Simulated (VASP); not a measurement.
# BaH (P6_3/mmc) in VASP: a series of runs

The runs below take BaH through relaxation of cell and atoms, single point, with PBE.

All numbers are computed with VASP 6.6.1; they aren't measurements. Logs are shortened: lines on timing, memory, paths and dates and some standing lists are left out, and cuts for length are marked.

### Step 1. The cell of the first run

Symmetry: P6_3/mmc, No. 194, hexagonal system. Conventional cell: a = 3.851 Å, b = 3.851 Å, c = 12.978 Å, α = 90.00°, β = 90.00°, γ = 120.00°. Ba (site symmetry -3m) has 6 H at 2.75 Å within 3.6 Å. Ba (site symmetry -6m2) has 6 H at 2.75 Å within 3.6 Å. Within 3.6 Å of H (site symmetry 3m) lie 6 Ba at 2.75 Å and 1 H at 3.24 Å.

The cell was generated, and may not be a known phase.

### Step 2. Relaxation of cell and atoms, PBE

Input file INCAR:

```
SYSTEM = BaH
PREC = Accurate ; ENCUT = 600
EDIFF = 1E-7 ; ISMEAR = 0
SIGMA = 0.1 ; LREAL = .FALSE.
LASPH = .TRUE. ; NELM = 80
ALGO = Normal ; ISIF = 3
LWAVE = .FALSE. ; LCHARG = .FALSE.
GGA = PE ; IBRION = 2
NSW = 90 ; EDIFFG = -0.04
```

Input file KPOINTS:

```
Automatic mesh
0
G
  6 6 2
  0 0 0
```

Input file POSCAR:

```
BaH
1.0
    3.8510925900      0.0000000000      0.0000000000
   -1.9255463000      3.3351440200      0.0000000000
    0.0000000000      0.0000000000     12.9776546400
Ba H
4 4
Direct
    0.0000000000      0.0000000000      0.0000000000
    0.0000000000      0.0000000000      0.5000000000
    0.3333333300      0.6666666700      0.7500000000
    0.6666666700      0.3333333300      0.2500000000
    0.3333333300      0.6666666700      0.1250000000
    0.6666666700      0.3333333300      0.6250000000
    0.3333333300      0.6666666700      0.3750000000
    0.6666666700      0.3333333300      0.8750000000
```

Potentials or basis: VASP PAW PBE potentials, release 64 (Ba_sv, H).

The run is started by

```sh
$ cat potpaw_PBE.64/Ba_sv/POTCAR potpaw_PBE.64/H/POTCAR > POTCAR
$ mpirun -np 1 vasp_std > vasp.out
```

OUTCAR:

```text
SYSTEM = BaH
   PREC = Accurate
   ENCUT = 600
   EDIFF = 1E-7
   ISMEAR = 0
   LREAL = .FALSE.
   LASPH = .TRUE.
   NELM = 80
   ISIF = 3
   GGA = PE
   IBRION = 2
   NSW = 90
   EDIFFG = -0.04

 ion  position               nearest neighbor table
   1  0.000  0.000  0.000-   5 2.75   8 2.75   8 2.75   5 2.75   8 2.75   5 2.75   3 3.93   4 3.93
                             3 3.93   4 3.93   4 3.93   3 3.93
   2  0.000  0.000  0.500-   6 2.75   7 2.75   6 2.75   7 2.75   6 2.75   7 2.75   3 3.93   4 3.93
                             3 3.93   4 3.93   4 3.93   3 3.93
   3  0.333  0.667  0.750-   6 2.75   8 2.75   6 2.75   8 2.75   6 2.75   8 2.75   1 3.93   2 3.93
                             1 3.93   2 3.93   1 3.93   2 3.93
   4  0.667  0.333  0.250-   5 2.75   7 2.75   5 2.75   7 2.75   5 2.75   7 2.75   1 3.93   2 3.93
                             1 3.93   2 3.93   1 3.93   2 3.93
   5  0.333  0.667  0.125-   4 2.75   1 2.75   4 2.75   1 2.75   1 2.75   4 2.75
   6  0.667  0.333  0.625-   3 2.75   2 2.75   3 2.75   2 2.75   2 2.75   3 2.75
   7  0.333  0.667  0.375-   4 2.75   2 2.75   4 2.75   2 2.75   2 2.75   4 2.75
   8  0.667  0.333  0.875-   3 2.75   1 2.75   3 2.75   1 2.75   1 2.75   3 2.75

  LATTYP: Found a hexagonal cell.
 ALAT       =     3.8510925900
 C/A-ratio  =     3.3698630549

  Lattice vectors:

 A1 = (   3.8510925900,   0.0000000000,   0.0000000000)
 A2 = (  -1.9255463000,   3.3351440200,   0.0000000000)
 A3 = (   0.0000000000,   0.0000000000,  12.9776546400)

Analysis of symmetry for initial positions (statically):
=====================================================================
 Subroutine PRICEL returns:
 Original cell was already a primitive cell.

 Routine SETGRP: Setting up the symmetry group for a
 hexagonal supercell.

 Subroutine GETGRP returns: Found 24 space group operations
 (whereof 12 operations were pure point group operations)
 out of a pool of 24 trial point group operations.

The static configuration has the point symmetry D_3d.
 The point group associated with its full space group is D_6h.

Analysis of symmetry for dynamics (positions and initial velocities):
=====================================================================
 Subroutine PRICEL returns:
 Original cell was already a primitive cell.

 Routine SETGRP: Setting up the symmetry group for a
 hexagonal supercell.

 Subroutine GETGRP returns: Found 24 space group operations
 (whereof 12 operations were pure point group operations)
 out of a pool of 24 trial point group operations.

The dynamic configuration has the point symmetry D_3d.
 The point group associated with its full space group is D_6h.

 Subroutine INISYM returns: Found 24 space group operations
 (whereof 12 operations are pure point group operations),
 and found     1 'primitive' translations

----------------------------------------------------------------------------------------

                                     Primitive cell
[... 97 lines left out ...]
   NFREE  =      1    steps in history (QN), initial steepest desc. (CG)
   ISIF   =      3    stress and relaxation
   ISYM   =      2    0-nonsym 1-usesym 2-fastsym
   POTIM  = 0.5000    time-step for ionic-motion
   TEBEG  =    0.0;   TEEND  =   0.0 temperature during run
   PSTRESS=    0.0 pullay stress
   NELECT =      44.0000    total number of electrons
   NUPDOWN=      -1.0000    fix difference up-down
   EMIN   =  10.00;   EMAX   =-10.00  energy-range for DOS
   EFERMI =   0.00;   METHOD = LEGACY
   ISMEAR =     0;   SIGMA  =   0.10  broadening in eV -4-tet -1-fermi 0-gaus
   EFERMI_NEDOS =   21; number of points for ismear=-14 and -15
   IALGO  =     38    algorithm
   IMIX   =      4    mixing-type and parameters
     AMIX     =   0.40;   BMIX     =  1.00
     AMIX_MAG =   1.60;   BMIX_MAG =  1.00
  volume/ion in A,a.u.               =      20.84       140.61
  Fermi-wavevector in a.u.,A,eV,Ry     =   1.050173  1.984539 15.005363  1.102863
  Thomas-Fermi vector in A             =   2.185165
   LORBIT       =      0    0 simple, 1 ext, 2 COOP (PROOUT), +10 PAW based schemes
   GGA     = PE    functional components
   LHFCALC =     F    Hartree Fock is set to
   AEXX    =    0.0000 exact exchange contribution
   IVDW    =     0    specifies the selected vdW correction
   LEPSILON=     F    determine dielectric tensor
   LRPA    =     F    only Hartree local field effects (RPA)
 conjugate gradient relaxation of ions
 non-spin polarized calculation
 Gauss-broadening in eV      SIGMA  =   0.10
  energy-cutoff  :      600.00
  volume of cell :      166.68
 maximum number of plane-waves:      5644
 NGX is ok and might be reduce to    32
   NGX = 15   NGY = 15   NGZ = 51

--------------------------------------- Ionic step        1  -------------------------------------------

 number of electron      43.9999997 magnetization

 Free energy of the ion-electron system (eV)
  ---------------------------------------------------
  ext. energy  EPLUGINS =         0.00000000
  ---------------------------------------------------
  free energy    TOTEN  =       -22.41714622 eV

  energy without entropy =      -22.37698580  energy(sigma->0) =      -22.39706601

 E-fermi :   3.8600     XC(G=0):  -9.2343

 val. band max:        3.7822581593   @ k =   0.3333  -0.0000   0.0000
 cond. band min:       3.8603998976   @ k =   0.1667   0.1667   0.5000
 fundamental gap:      0.0781417382
 Fermi energy:         3.8600245732

 k-point     1 :       0.0000    0.0000    0.0000
  band No.  band energies     occupation
      1     -24.7973      2.00000
      2     -24.7308      2.00000
      3     -24.6439      2.00000
      4     -24.5736      2.00000
      5     -10.9111      2.00000
      6     -10.2149      2.00000
[... 528 lines left out ...]
  FREE ENERGIE OF THE ION-ELECTRON SYSTEM (eV)
  ---------------------------------------------------
  free  energy   TOTEN  =       -23.0479791967 eV

  energy  without entropy=      -23.0104403144  energy(sigma->0) =      -23.02920976

[... ionic steps 4 to 9 ...]

--------------------------------------- Ionic step       10  -------------------------------------------

 number of electron      43.9999997 magnetization

------------------------ aborting loop because EDIFF is reached ----------------------------------------
[... 79 lines left out ...]
--------------------------------------- Ionic step       12  -------------------------------------------

 number of electron      43.9999998 magnetization

 Free energy of the ion-electron system (eV)
  ---------------------------------------------------
  ext. energy  EPLUGINS =         0.00000000
  ---------------------------------------------------
  free energy    TOTEN  =       -23.09807216 eV

  energy without entropy =      -23.06722126  energy(sigma->0) =      -23.08264671

 E-fermi :   2.8513     XC(G=0):  -8.4748

 val. band max:        2.8146751064   @ k =   0.3333   0.3333   0.5000
 cond. band min:       2.8744883823   @ k =   0.1667   0.1667   0.0000
 fundamental gap:      0.0598132759
 Fermi energy:         2.8512713894

 k-point     1 :       0.0000    0.0000    0.0000
  band No.  band energies     occupation
      1     -25.8937      2.00000
      2     -25.8669      2.00000
      3     -25.7578      2.00000
      4     -25.7296      2.00000
      5     -11.6545      2.00000
      6     -11.2293      2.00000
[... 444 lines left out ...]
  FREE ENERGIE OF THE ION-ELECTRON SYSTEM (eV)
  ---------------------------------------------------
  free  energy   TOTEN  =       -23.0980721560 eV

  energy  without entropy=      -23.0672212595  energy(sigma->0) =      -23.08264671

 reached required accuracy - stopping structural energy minimisation
```

Run time: 20 min. Hardware: 1 thread of Oxide Virtual Turin-like, shared host; peak memory 0.34 GiB.

Results:

- Free energy: -23.0981 eV
- Relaxed volume: 25.33 Å³/atom
- Relaxed cell: a = 4.211 Å, b = 4.211 Å, c = 13.198 Å, α = 90.00°, β = 90.00°, γ = 120.00°
- Space group after relaxing (to 0.1 Å): P6_3/mmc (No. 194)
- Energy gained by relaxing: 85.1 meV/atom
- Ionic steps: 12
- Pressure after relaxing: 0.2 GPa
- Largest force after relaxing: 0.027 eV/Å
- Band gap on the k mesh: zero (bands 22 and 23 overlap by 0.34 eV)

Forces in eV/Å, atoms in the order of the input:
```
Ba   0.000  0.000  0.000
Ba   0.000  0.000  0.000
Ba   0.000  0.000  0.000
Ba   0.000  0.000  0.000
H    0.000  0.000 -0.027
H    0.000  0.000 -0.027
H    0.000  0.000  0.027
H    0.000  0.000  0.027
```

The path:
```
step  energy change (eV)  largest force (eV/Å)  pressure (GPa)  volume (Å³)
   1              0.0000                0.0090            6.08       166.68
   2             -0.5112                0.0424            2.19       186.48
   3             -0.6308                0.0682            0.20       201.61
   4             -0.6337                0.0725           -0.09       204.35
   5             -0.6335                0.0738           -0.18       205.15
   6             -0.6502                0.0790           -0.16       205.09
   7             -0.6675                0.0888           -0.13       204.86
   8             -0.6677                0.0902           -0.12       204.82
   9             -0.6709                0.0806           -0.01       203.81
  10             -0.6743                0.0539            0.30       201.21
  11             -0.6763                0.0469            0.27       201.57
  12             -0.6809                0.0266            0.18       202.65
```

Final structure:
```yaml
crystal:
  lattice:
    - [4.21071, 0.00000, 0.00000]
    - [-2.10536, 3.64658, 0.00000]
    - [0.00000, 0.00000, 13.19810]
  atoms:
    - { symbol: Ba, position: [0.00000, 0.00000, 0.00000] }
    - { symbol: Ba, position: [0.00000, 0.00000, 0.50000] }
    - { symbol: Ba, position: [0.33333, 0.66667, 0.75000] }
    - { symbol: Ba, position: [0.66667, 0.33333, 0.25000] }
    - { symbol: H, position: [0.33333, 0.66667, 0.11951] }
    - { symbol: H, position: [0.66667, 0.33333, 0.61951] }
    - { symbol: H, position: [0.33333, 0.66667, 0.38049] }
    - { symbol: H, position: [0.66667, 0.33333, 0.88049] }
```

Caveat: the volume moved by over 15 % at a fixed basis, so the end points are rough; spin-orbit coupling is left out, which moves the levels of the heavy elements.

### Step 3. Single point, PBE

This run uses another cell than the first one, of 25.21 Å³/atom.

Input file INCAR:

```
SYSTEM = BaH
PREC = Accurate
ENCUT = 520
EDIFF = 1E-7
ISMEAR = 0
SIGMA = 0.1
LREAL = .FALSE.
LASPH = .TRUE.
NELM = 100
ALGO = Fast
ISIF = 2
LWAVE = .FALSE.
LCHARG = .FALSE.
GGA = PE
NBANDS = 32
```

Input file KPOINTS:

```
Automatic mesh
0
G
  12 12 4
  0 0 0
```

Input file POSCAR:

```
BaH
1.0
    4.1979774212      0.0000000000      0.0000000000
   -2.0989887106      3.6355550913      0.0000000000
    0.0000000000      0.0000000000     13.2119366303
Ba H
4 4
Direct
    0.0000000000      0.0000000000      0.0000000000
    0.0000000000      0.0000000000      0.5000000000
    0.3333333333      0.6666666667      0.7500000000
    0.6666666667      0.3333333333      0.2500000000
    0.3333333333      0.6666666667      0.1176551336
    0.6666666667      0.3333333333      0.6176551336
    0.3333333333      0.6666666667      0.3823448664
    0.6666666667      0.3333333333      0.8823448664
```

Potentials or basis: VASP PAW PBE potentials, release 64 (Ba_sv, H).

The run is started by

```sh
$ cat potpaw_PBE.64/Ba_sv/POTCAR potpaw_PBE.64/H/POTCAR > POTCAR
$ mpirun -np 1 vasp_std > vasp.out
```

Run time: 13 min. Hardware: 1 thread of Oxide Virtual Turin-like, shared host; peak memory 0.45 GiB.

The run converged. Its results:

| Property | Result |
| --- | --- |
| Free energy | -23.1068 eV |
| Pressure | 0.3 GPa |
| Largest force | 0.011 eV/Å |
| Band gap on the k mesh | zero (bands 22 and 23 overlap by 0.44 eV) |

Forces in eV/Å, atoms in the order of the input:
```
Ba   0.000  0.000  0.000
Ba   0.000  0.000  0.000
Ba   0.000  0.000  0.000
Ba   0.000  0.000  0.000
H    0.000  0.000  0.011
H    0.000  0.000  0.011
H    0.000  0.000 -0.011
H    0.000  0.000 -0.011
```

Levels at points of the mesh, in eV from the Fermi level:
| k point | band 19 | band 20 | band 21 | band 22 | band 23 | band 24 | band 25 | band 26 |
| --- | --- | --- | --- | --- | --- | --- | --- | --- |
| (0.00, 0.00, 0.00) | -4.02 | -2.73 | -1.28 | 0.25 | 0.65 | 1.43 | 1.43 | 1.59 |
| (0.50, 0.00, 0.00) | -3.33 | -3.29 | -1.12 | -0.23 | -0.02 | 0.31 | 0.55 | 1.35 |
| (0.00, 0.00, 0.50) | -3.24 | -3.24 | -0.70 | -0.70 | 1.57 | 1.57 | 1.57 | 1.57 |
| (0.50, 0.00, 0.50) | -3.33 | -3.33 | -0.68 | -0.68 | -0.04 | -0.04 | 1.19 | 1.19 |

Caveat: spin-orbit coupling is left out, which moves the levels of the heavy elements.

The gap in the log of VASP goes by the Fermi energy; the results here count the filled bands.